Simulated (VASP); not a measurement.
# CdS: single point with r2SCAN

Crystal: CdS.

```xyz
2
Lattice="0.0000 2.9100 2.7936 2.9100 0.0000 2.7936 2.9100 2.9100 0.0000" Properties=species:S:1:pos:R:3 pbc="T T T"
Cd    0.0000    0.0000    0.0000
S     4.3650    4.3650    4.1904
```

This cell differs from its parent crystal: strain +0.000 along x and y, -0.040 along z.

```
Program                : VASP 6.6.1
Task                   : single point
Functional             : r2SCAN
Potentials or basis    : VASP PAW PBE potentials, release 64 (Cd, S)
Cutoff                 : 520 eV
k mesh                 : 8 × 8 × 8
Occupations            : gaussian, width 0.05 eV
Spin                   : no spin polarisation
Dipole correction      : no
Further INCAR settings : ALGO = Normal; EDIFF = 1e-06; NBANDS = 16
```

The pressure is 5.4 GPa and the band gap on the k mesh is 1.62 eV.

Stress tensor (GPa, compression positive):
```
5.21 0.00 0.00
0.00 5.21 0.00
0.00 0.00 5.63
```

Levels at points of the mesh, in eV from the valence-band top:
```csv
k point,band 6,band 7,band 8,band 9,band 10,band 11,band 12,band 13
"(0.00, 0.00, 0.00)",-7.64,-0.12,-0.12,0.00,1.62,6.98,6.98,7.00
"(0.50, 0.00, 0.00)",-7.22,-4.85,-1.00,-0.83,3.45,7.23,7.59,7.99
"(0.50, 0.50, 0.00)",-7.08,-4.10,-2.29,-2.29,3.58,4.47,10.28,11.70
"(0.50, 0.00, 0.50)",-7.18,-4.36,-2.16,-2.07,3.75,4.85,9.80,11.52
```

Run time: 79 s on 1 thread of Intel(R) Xeon(R) 6975P-C (Granite Rapids) (shared host), peak memory 0.2 GiB.

Caveat: the cell differs from its parent crystal (strain +0.000 along x and y, -0.040 along z); the cell stands under pressure; the PAW data sets were made with another functional, which shifts forces and pressure a little.
